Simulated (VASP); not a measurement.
A run of VASP 6.6.1:

Contents of INCAR:

```
SYSTEM = ZrN
PREC     = Accurate       ! precision mode
ENCUT    = 520            ! plane-wave cutoff, eV
EDIFF    = 1E-7           ! SCF threshold, eV
ISMEAR   = -1             ! smearing method
SIGMA    = 0.05           ! smearing width, eV
LREAL    = .FALSE.        ! projectors in reciprocal space
LASPH    = .TRUE.         ! aspherical terms in the spheres
NELM     = 80             ! most SCF steps
ALGO     = Normal         ! electronic algorithm
ISIF     = 2              ! what is computed and relaxed
LWAVE    = .FALSE.        ! write WAVECAR
LCHARG   = .FALSE.        ! write CHGCAR
GGA      = PE             ! functional
NBANDS   = 63             ! bands
```

Contents of KPOINTS:

```
regular mesh
0
G
  2 2 1
  0 0 0
```

The input POSCAR:

```
ZrN
1.0
    5.5581880000      0.0000000000      0.0000000000
   -2.7790940000      5.7455070000      0.0000000000
    0.0000000000      0.0000000000     16.2295670000
Zr N
6 6
Direct
    0.3265786342      0.2590720018      0.1137861534
    0.2158954773      0.7651370018      0.0858001942
    0.8481210300      0.3681833474      0.2081201550
    0.7577930448      0.8327376505      0.1608792151
    0.4208347514      0.4646761374      0.2985661910
    0.2677489723      0.9262367969      0.2602287541
    0.0000000000      0.0000000000      0.0616159384
    0.7833182524      0.5169778751      0.1053940626
    0.5238339909      0.0553301911      0.1478720905
    0.3191411388      0.5819329782      0.1810769197
    0.1051424940      0.1644067269      0.2355022780
    0.8442712847      0.6329467530      0.2850414925
```

Potentials or basis: VASP PAW PBE potentials, release 64 (Zr_sv, N).

Command:

```console
$ cat potpaw_PBE.64/Zr_sv/POTCAR potpaw_PBE.64/N/POTCAR > POTCAR
$ mpirun -np 1 vasp_std > vasp.out
```

Hardware: 1 thread of Intel(R) Xeon(R) Platinum 8559C (Emerald Rapids), on a shared host.

Question: Estimate the wall time of this run.

Answer: Wall time 4.8 min on 1 thread of Intel(R) Xeon(R) Platinum 8559C (Emerald Rapids) (shared host), peak memory 0.55 GiB. Counts: scf iterations 27, k points 4.
